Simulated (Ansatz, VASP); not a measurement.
PbF2 in VASP and in Ansatz

```
CELL_PARAMETERS angstrom
0.00000 2.92194 3.06804
2.92194 0.00000 3.06804
2.92194 2.92194 0.00000
ATOMIC_POSITIONS crystal
Pb 0.00000 0.00000 0.00000
F 0.25000 0.25000 0.25000
F 0.75000 0.75000 0.75000
```

Alike in both runs: task single point; functional PBE; k mesh 8 × 8 × 8; occupations gaussian, width 0.05 eV; no spin polarisation.

|  | VASP | Ansatz |
| --- | --- | --- |
| version | VASP 6.6.1 | Ansatz 0.2.0 |
| potentials or method | VASP PAW PBE potentials, release 64 (Pb_d, F), cutoff 520 eV | scalar-relativistic, plane waves, PAW |
| valence electrons in the cell | 28 | 28 |

```csv
,VASP,Ansatz,Ansatz less VASP
gap on the k mesh at the Fermi level (eV),4.28,4.29,+0.004
least direct gap on the mesh (eV),4.50,4.50,+0.003
pressure (GPa),1.9,2.1,+0.21
"traceless stress, the component that is largest in VASP (GPa)",-1.75,-1.74,+0.004
```

With one functional, cell and mesh, what is left measures potentials, basis and numerics.

Spin-orbit coupling is off throughout.
